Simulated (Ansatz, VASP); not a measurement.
**Two plane-wave programs on MgO2**

```
Mg O
1.0
     1.56464    0.90335    3.49398
    -1.56464    0.90335    3.49398
     0.00000   -1.80669    3.49398
Mg O
1 2
Direct
  0.00000 0.00000 0.00000
  0.42879 0.42879 0.42879
  0.57121 0.57121 0.57121
```

Change from the starting cell: strain -0.025 along x and y, +0.000 along z, atoms carried along.

Alike in both runs: task single point; functional r2SCAN; k mesh 12 × 12 × 12; occupations gaussian, width 0.05 eV; no spin polarisation.

|  | VASP | Ansatz |
| --- | --- | --- |
| version | VASP 6.6.1 | Ansatz 0.2.0 |
| potentials or method | VASP PAW PBE potentials, release 64 (Mg, O), cutoff 520 eV | scalar-relativistic, plane waves, PAW |
| valence electrons in the cell | 14 | 22 |

Ansatz gave:

```
gap on the k mesh at the Fermi level (eV)                     : 2.87
least direct gap on the mesh (eV)                             : 2.87
pressure (GPa)                                                : 0.0
traceless stress, the component that is largest in VASP (GPa) : -5.73
rms of the force components (eV/Å)                            : 0.261
```

What did VASP give for the same quantities?

gap on the k mesh at the Fermi level (eV): 2.84; least direct gap on the mesh (eV): 2.84; pressure (GPa): -0.3; traceless stress, the component that is largest in VASP (GPa): -4.26; rms of the force components (eV/Å): 0.137.

VASP's potentials were made for PBE, not for r2SCAN. Atom by atom the forces differ by 0.124 eV/Å (rms over components). The functional is the same, so the differences come from potentials, cutoffs and numerics. VASP's potentials hold 14 valence electrons a cell and Ansatz's 22, so a difference there can come from the potentials and not from the codes.
